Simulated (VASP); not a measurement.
# SiNi (Pmmn) in VASP: a series of runs

SiNi is run at these levels: PBEsol; tasks: single point.

Everything below comes from runs of VASP 6.6.1. Logs are shortened: lines on timing, memory, paths and dates and some standing lists are left out, and cuts for length are marked.

## 1. The cell of the first run

The structure is orthorhombic, space group Pmmn (No. 59). Conventional cell: a = 2.943 Å, b = 3.280 Å, c = 4.677 Å, α = 90.00°, β = 90.00°, γ = 90.00°. Ni (site symmetry mm2) has 6 Si at 2.34 to 2.37 Å and 6 Ni at 2.65 to 2.94 Å within 3.1 Å. Si (site symmetry mm2) has 6 Ni at 2.34 to 2.37 Å and 6 Si at 2.65 to 2.94 Å within 3.1 Å.

## 2. Single point, PBEsol, collinear spin, ferromagnetic start

INCAR

```
ALGO = Normal ; EDIFF = 1E-6
ENCUT = 520 ; GGA = PS
ISIF = 2 ; ISMEAR = -1
ISPIN = 2 ; LASPH = True
LCHARG = False ; LMAXMIX = 4
LORBIT = 11 ; LREAL = False
LWAVE = False ; MAGMOM = 1 1 0 0
NBANDS = 26 ; NELM = 150
PREC = Accurate ; SIGMA = 0.05
```

KPOINTS

```
k-points
0
Gamma
  9 8 6
```

POSCAR

```
SiNi
1.0
    2.9427706600      0.0000000000      0.0000000000
    0.0000000000      3.2803255400      0.0000000000
    0.0000000000      0.0000000000      4.6774467600
Ni Si
2 2
Direct
    0.5000000000      0.5000000000      0.3424955900
    0.0000000000      0.0000000000      0.6575044100
    0.5000000000      0.5000000000      0.8431431600
    0.0000000000      0.0000000000      0.1568568400
```

Potentials or basis: VASP PAW PBE potentials, release 64 (Ni, Si).

Command:

```console
$ cat potpaw_PBE.64/Ni/POTCAR potpaw_PBE.64/Si/POTCAR > POTCAR
$ mpirun -np 1 vasp_std > vasp.out
```

OUTCAR:

```text
EDIFF = 1E-6
   ENCUT = 520
   GGA = PS
   ISIF = 2
   ISMEAR = -1
   ISPIN = 2
   LASPH = True
   LORBIT = 11
   LREAL = False
   NELM = 150
   PREC = Accurate

 ion  position               nearest neighbor table
   1  0.500  0.500  0.342-   3 2.34   3 2.34   4 2.37   4 2.37   4 2.37   4 2.37   2 2.65   2 2.65
                             2 2.65   2 2.65
   2  0.000  0.000  0.658-   4 2.34   4 2.34   3 2.37   3 2.37   3 2.37   3 2.37   1 2.65   1 2.65
                             1 2.65   1 2.65
   3  0.500  0.500  0.843-   1 2.34   1 2.34   2 2.37   2 2.37   2 2.37   2 2.37   4 2.65   4 2.65
                             4 2.65   4 2.65
   4  0.000  0.000  0.157-   2 2.34   2 2.34   1 2.37   1 2.37   1 2.37   1 2.37   3 2.65   3 2.65
                             3 2.65   3 2.65

  LATTYP: Found a simple orthorhombic cell.
 ALAT       =     2.9427706600
 B/A-ratio  =     1.1147064855
 C/A-ratio  =     1.5894703667

  Lattice vectors:

 A1 = (   2.9427706600,   0.0000000000,   0.0000000000)
 A2 = (   0.0000000000,   3.2803255400,   0.0000000000)
 A3 = (   0.0000000000,   0.0000000000,   4.6774467600)

Analysis of symmetry for initial positions (statically):
=====================================================================
 Subroutine PRICEL returns:
 Original cell was already a primitive cell.

 Routine SETGRP: Setting up the symmetry group for a
 simple orthorhombic supercell.

 Subroutine GETGRP returns: Found  8 space group operations
 (whereof  4 operations were pure point group operations)
 out of a pool of  8 trial point group operations.

The static configuration has the point symmetry C_2v.
 The point group associated with its full space group is D_2h.

Analysis of symmetry for dynamics (positions and initial velocities):
=====================================================================
 Subroutine PRICEL returns:
 Original cell was already a primitive cell.

 Routine SETGRP: Setting up the symmetry group for a
 simple orthorhombic supercell.

 Subroutine GETGRP returns: Found  8 space group operations
 (whereof  4 operations were pure point group operations)
 out of a pool of  8 trial point group operations.

The dynamic configuration has the point symmetry C_2v.
 The point group associated with its full space group is D_2h.

Analysis of structural, dynamic, and magnetic symmetry:
=====================================================================
 Subroutine PRICEL returns:
 Original cell was already a primitive cell.

 Routine SETGRP: Setting up the symmetry group for a
 simple orthorhombic supercell.

 Subroutine GETGRP returns: Found  8 space group operations
 (whereof  4 operations were pure point group operations)
 out of a pool of  8 trial point group operations.

The overall configuration has the point symmetry C_2v.
 The point group associated with its full space group is D_2h.

 Subroutine INISYM returns: Found  8 space group operations
 (whereof  4 operations are pure point group operations),
 and found     1 'primitive' translations

----------------------------------------------------------------------------------------

                                     Primitive cell

  volume of cell :      45.1525

  direct lattice vectors                    reciprocal lattice vectors
     2.942770660  0.000000000  0.000000000     0.339815812  0.000000000  0.000000000
     0.000000000  3.280325540  0.000000000     0.000000000  0.304847793  0.000000000
     0.000000000  0.000000000  4.677446760     0.000000000  0.000000000  0.213791851

  length of vectors
     2.942770660  3.280325540  4.677446760     0.339815812  0.304847793  0.213791851

  position of ions in fractional coordinates (direct lattice)
     0.500000000  0.500000000  0.342495590
     0.000000000  0.000000000  0.657504410
     0.500000000  0.500000000  0.843143160
     0.000000000  0.000000000  0.156856840

  ion indices of the primitive-cell ions
   primitive index   ion index
                 1           1
                 2           2
                 3           3
                 4           4

----------------------------------------------------------------------------------------

 KPOINTS: k-points

Automatic generation of k-mesh.
[... 25 lines left out ...]
  0.222222  0.000000  0.000000      2.000000
  0.333333  0.000000  0.000000      2.000000
  0.444444  0.000000  0.000000      2.000000
  0.000000  0.125000  0.000000      2.000000
[... 16 lines left out ...]
  0.222222  0.500000  0.000000      2.000000
  0.333333  0.500000  0.000000      2.000000
 [... further k-points ...]
   k-points           NKPTS =    100   k-points in BZ     NKDIM =    100   number of bands    NBANDS=     26
   number of dos      NEDOS =    301   number of ions     NIONS =      4
   total plane-waves  NPLWV =  20736
   dimension x,y,z NGX =    24 NGY =   24 NGZ =   36
   dimension x,y,z NGXF=    48 NGYF=   48 NGZF=   72
   ions per type =               2   2
   NGX,Y,Z   is equivalent  to a cutoff of  13.56, 12.16, 12.80 a.u.
   NGXF,Y,Z  is equivalent  to a cutoff of  27.12, 24.33, 25.59 a.u.
 SYSTEM =  unknown system
   PREC   = accura    normal or accurate (medium, high low for compatibility)
   ISTART =      0    job   : 0-new  1-cont  2-samecut
   ICHARG =      2    charge: 1-file 2-atom 10-const
   ISPIN  =      2    spin polarized calculation?
   LNONCOLLINEAR =      F non collinear calculations
   LSORBIT =      F    spin-orbit coupling
   LASPH  =      T    aspherical Exc in radial PAW
   ENCUT  =  520.0 eV  38.22 Ry    6.18 a.u.   5.47  6.10  8.70*2*pi/ulx,y,z
   NELM   =    150;   NELMIN=  2; NELMDL= -5     # of ELM steps
   EDIFF  = 0.1E-05   stopping-criterion for ELM
   LREAL  =      F    real-space projection
   EDIFFG = 0.1E-04   stopping-criterion for IOM
   NSW    =      0    number of steps for IOM
   IBRION =     -1    ionic relax: 0-MD 1-quasi-New 2-CG
   NFREE  =      0    steps in history (QN), initial steepest desc. (CG)
   ISIF   =      2    stress and relaxation
   ISYM   =      2    0-nonsym 1-usesym 2-fastsym
   POTIM  = 0.5000    time-step for ionic-motion
   TEBEG  =    0.0;   TEEND  =   0.0 temperature during run
   PSTRESS=    0.0 pullay stress
   NELECT =      28.0000    total number of electrons
   NUPDOWN=      -1.0000    fix difference up-down
   EMIN   =  10.00;   EMAX   =-10.00  energy-range for DOS
   EFERMI =   0.00;   METHOD = LEGACY
   ISMEAR =    -1;   SIGMA  =   0.05  broadening in eV -4-tet -1-fermi 0-gaus
   EFERMI_NEDOS =   21; number of points for ismear=-14 and -15
   IALGO  =     38    algorithm
   IMIX   =      4    mixing-type and parameters
     AMIX     =   0.40;   BMIX     =  1.00
     AMIX_MAG =   1.60;   BMIX_MAG =  1.00
  volume/ion in A,a.u.               =      11.29        76.18
  Fermi-wavevector in a.u.,A,eV,Ry     =   1.396047  2.638147 26.517045  1.948948
  Thomas-Fermi vector in A             =   2.519440
   LORBIT       =     11    0 simple, 1 ext, 2 COOP (PROOUT), +10 PAW based schemes
   GGA     = PS    functional components
   LHFCALC =     F    Hartree Fock is set to
   AEXX    =    0.0000 exact exchange contribution
   IVDW    =     0    specifies the selected vdW correction
   LEPSILON=     F    determine dielectric tensor
   LRPA    =     F    only Hartree local field effects (RPA)
 spin polarized calculation
  energy-cutoff  :      520.00
  volume of cell :       45.15
 maximum number of plane-waves:      1232
 NGX is ok and might be reduce to    24
   NGX = 11   NGY = 13   NGZ = 17

 number of electron      28.0000012 magnetization       0.0000745

 number of electron      28.0000012 magnetization      -0.0000008

 Free energy of the ion-electron system (eV)
  ---------------------------------------------------
  ext. energy  EPLUGINS =         0.00000000
  ---------------------------------------------------
  free energy    TOTEN  =       -25.96987528 eV

  energy without entropy =      -25.96162771  energy(sigma->0) =      -25.96575149

 E-fermi :  11.6486     XC(G=0): -12.7193

 val. band max:       11.5913173698   @ k =   0.4444   0.3750   0.5000
 cond. band min:      11.6711960145   @ k =   0.4444   0.5000   0.3333
 fundamental gap:      0.0798786447
 Fermi energy:        11.6485528550

 spin component 1

 k-point     1 :       0.0000    0.0000    0.0000
  band No.  band energies     occupation
      1      -2.5086      1.00000
      2       3.3247      1.00000
      3       4.9418      1.00000
      4       7.3221      1.00000
      5       7.8206      1.00000
      6       8.6270      1.00000
[... 685 lines left out ...]
     25      28.6224      0.00000
     26      28.6224      0.00000

 [... further k-points ...]

 spin component 2

 k-point     1 :       0.0000    0.0000    0.0000
  band No.  band energies     occupation
      1      -2.5086      1.00000
      2       3.3247      1.00000
      3       4.9418      1.00000
      4       7.3221      1.00000
      5       7.8206      1.00000
      6       8.6270      1.00000
[... 685 lines left out ...]
     25      28.6224      0.00000
     26      28.6224      0.00000

 [... further k-points ...]

------------------------ aborting loop because EDIFF is reached ----------------------------------------

  FORCE on cell =-STRESS in cart. coord.  units (eV):
  Direction    XX          YY          ZZ          XY          YZ          ZX
  --------------------------------------------------------------------------------------
  -------------------------------------------------------------------------------------
  Total        0.1728335      0.2532127     -0.0216623      0.0000000      0.0000000      0.0000000
  in kB        6.1327650      8.9849122     -0.7686581      0.0000000      0.0000000      0.0000000
  external PRESSURE =       4.7830064 kB  Pullay stress =       0.0000000 kB

 VOLUME and BASIS-vectors are now :
 -----------------------------------------------------------------------------
  energy-cutoff  :      520.00
  volume of cell :       45.15
      direct lattice vectors                 reciprocal lattice vectors
     2.942770660  0.000000000  0.000000000     0.339815812  0.000000000  0.000000000
     0.000000000  3.280325540  0.000000000     0.000000000  0.304847793  0.000000000
     0.000000000  0.000000000  4.677446760     0.000000000  0.000000000  0.213791851

 POSITION                                       TOTAL-FORCE (eV/Angst)
 -----------------------------------------------------------------------------------
      1.47139      1.64016      1.60200         0.000000      0.000000      0.066705
      0.00000      0.00000      3.07544         0.000000      0.000000     -0.066705
      1.47139      1.64016      3.94376         0.000000      0.000000     -0.093655
      0.00000      0.00000      0.73369         0.000000      0.000000      0.093655
 -----------------------------------------------------------------------------------
    total drift:                                0.000000      0.000000     -0.000000

  FREE ENERGIE OF THE ION-ELECTRON SYSTEM (eV)
  ---------------------------------------------------
  free  energy   TOTEN  =       -25.9698752811 eV

  energy  without entropy=      -25.9616277077  energy(sigma->0) =      -25.96575149

 total charge

# of ion       s       p       d       tot
------------------------------------------
    1        0.489   0.630   8.483   9.603
    2        0.489   0.630   8.483   9.603
    3        0.748   0.869   0.000   1.616
    4        0.748   0.869   0.000   1.616
--------------------------------------------------
tot          2.473   2.998  16.966  22.438

 magnetization (x)

# of ion       s       p       d       tot
------------------------------------------
    1       -0.000   0.000  -0.000  -0.000
    2       -0.000   0.000  -0.000  -0.000
    3        0.000  -0.000   0.000  -0.000
    4        0.000  -0.000   0.000  -0.000
--------------------------------------------------
tot         -0.000  -0.000  -0.000  -0.000
```

Wall time 80 s (1 thread of Intel Xeon 6975P-C (Granite Rapids), shared host); peak memory 0.29 GiB.

Results:

| Property | Result |
| --- | --- |
| Free energy | -25.9699 eV |
| Pressure | 0.5 GPa |
| Largest force | 0.094 eV/Å |
| Band gap on the k mesh | zero (filled and empty bands overlap) |
| Net moment | 0.00 μB per cell |
| Valence electrons inside the program's atomic spheres | Ni 9.60; Si 1.62 |

Forces in eV/Å, atoms in the order of the input:
```
Ni   0.000  0.000  0.067
Ni   0.000  0.000 -0.067
Si   0.000  0.000 -0.094
Si   0.000  0.000  0.094
```

Levels at points of the mesh, in eV from the Fermi level:
Spin up:
```
           k point  band 10  band 11  band 12  band 13  band 14  band 15  band 16  band 17  band 18  band 19
(0.00, 0.00, 0.00)    -2.73    -2.35    -2.06    -2.03    -1.36     1.25     2.74     5.20     5.56     7.30
(0.00, 0.50, 0.00)    -2.80    -2.28    -2.28    -2.21    -2.21     1.16     1.16     5.01     5.01     7.90
(0.00, 0.00, 0.50)    -2.81    -2.72    -2.11     1.10     1.61     1.99     2.42     2.92     3.63     4.53
(0.00, 0.50, 0.50)    -2.59    -2.07    -2.07    -2.06    -2.06     5.24     5.24     5.42     5.42     7.17
```
Spin down:
| k point | band 10 | band 11 | band 12 | band 13 | band 14 | band 15 | band 16 | band 17 | band 18 | band 19 |
| --- | --- | --- | --- | --- | --- | --- | --- | --- | --- | --- |
| (0.00, 0.00, 0.00) | -2.73 | -2.35 | -2.06 | -2.03 | -1.36 | 1.25 | 2.74 | 5.20 | 5.56 | 7.30 |
| (0.00, 0.50, 0.00) | -2.80 | -2.28 | -2.28 | -2.21 | -2.21 | 1.16 | 1.16 | 5.01 | 5.01 | 7.90 |
| (0.00, 0.00, 0.50) | -2.81 | -2.72 | -2.11 | 1.10 | 1.61 | 1.99 | 2.42 | 2.92 | 3.63 | 4.53 |
| (0.00, 0.50, 0.50) | -2.59 | -2.07 | -2.07 | -2.06 | -2.06 | 5.24 | 5.24 | 5.42 | 5.42 | 7.17 |

Caveat: the moments typed at the start vanished in this run; the PAW data sets were made with another functional, which shifts forces and pressure a little.

## 3. Single point, PBEsol, collinear spin, ferromagnetic start (11.29 Å³/atom)

INCAR

```
SYSTEM = SiNi
PREC = Accurate
ENCUT = 520
EDIFF = 1E-7
ISMEAR = -1
SIGMA = 0.05
LREAL = .False.
LASPH = .True.
NELM = 150
ALGO = Normal
ISIF = 2
LWAVE = .False.
LCHARG = .True.
ISPIN = 2
MAGMOM = 1 1 0 0
LORBIT = 11
LMAXMIX = 4
GGA = PS
LELF = .True.
LVHAR = .True.
NBANDS = 26
```

KPOINTS

```
Automatic mesh
0
Gamma
  9 8 6
  0 0 0
```

POSCAR is that of step 2.

Potentials or basis: VASP PAW PBE potentials, release 64 (Ni, Si).

Command:

```console
$ cat potpaw_PBE.64/Ni/POTCAR potpaw_PBE.64/Si/POTCAR > POTCAR
$ mpirun -np 1 vasp_std > vasp.out
```

Run time: 80 s. Hardware: 1 thread of Intel Xeon 6975P-C (Granite Rapids), shared host; peak memory 0.28 GiB.

Results (log left out):

| Item | Value |
| --- | --- |
| Free energy | -25.9699 eV |
| Pressure | 0.5 GPa |
| Largest force | 0.094 eV/Å |
| Band gap on the k mesh | zero (filled and empty bands overlap) |
| Net moment | 0.00 μB per cell |
| Valence electrons inside the program's atomic spheres | Ni 9.60; Si 1.62 |

Forces on the atoms (eV/Å):
```
Ni   0.000  0.000  0.067
Ni   0.000  0.000 -0.067
Si   0.000  0.000 -0.094
Si   0.000  0.000  0.094
```

Stress tensor (GPa, compression positive):
```
 0.59  0.00  0.00
 0.00  0.87  0.00
 0.00  0.00 -0.10
```

Levels at points of the mesh, in eV from the Fermi level:
Spin up:
| k point | band 10 | band 11 | band 12 | band 13 | band 14 | band 15 | band 16 | band 17 | band 18 | band 19 |
| --- | --- | --- | --- | --- | --- | --- | --- | --- | --- | --- |
| (0.00, 0.00, 0.00) | -2.73 | -2.35 | -2.06 | -2.03 | -1.36 | 1.25 | 2.74 | 5.20 | 5.56 | 7.30 |
| (0.00, 0.50, 0.00) | -2.80 | -2.28 | -2.28 | -2.21 | -2.21 | 1.16 | 1.16 | 5.01 | 5.01 | 7.90 |
| (0.00, 0.00, 0.50) | -2.81 | -2.72 | -2.11 | 1.10 | 1.61 | 1.99 | 2.42 | 2.92 | 3.63 | 4.53 |
| (0.00, 0.50, 0.50) | -2.59 | -2.07 | -2.07 | -2.06 | -2.06 | 5.24 | 5.24 | 5.42 | 5.42 | 7.17 |
Spin down:
```tsv
k point	band 10	band 11	band 12	band 13	band 14	band 15	band 16	band 17	band 18	band 19
(0.00, 0.00, 0.00)	-2.73	-2.35	-2.06	-2.03	-1.36	1.25	2.74	5.20	5.56	7.30
(0.00, 0.50, 0.00)	-2.80	-2.28	-2.28	-2.21	-2.21	1.16	1.16	5.01	5.01	7.90
(0.00, 0.00, 0.50)	-2.81	-2.72	-2.11	1.10	1.61	1.99	2.42	2.92	3.63	4.53
(0.00, 0.50, 0.50)	-2.59	-2.07	-2.07	-2.06	-2.06	5.24	5.24	5.42	5.42	7.17
```

Caveat: the moments typed at the start vanished in this run; the PAW data sets were made with another functional, which shifts forces and pressure a little.

[end of part 1 of 2]

The gap in the log of VASP goes by the Fermi energy; the results here count the filled bands.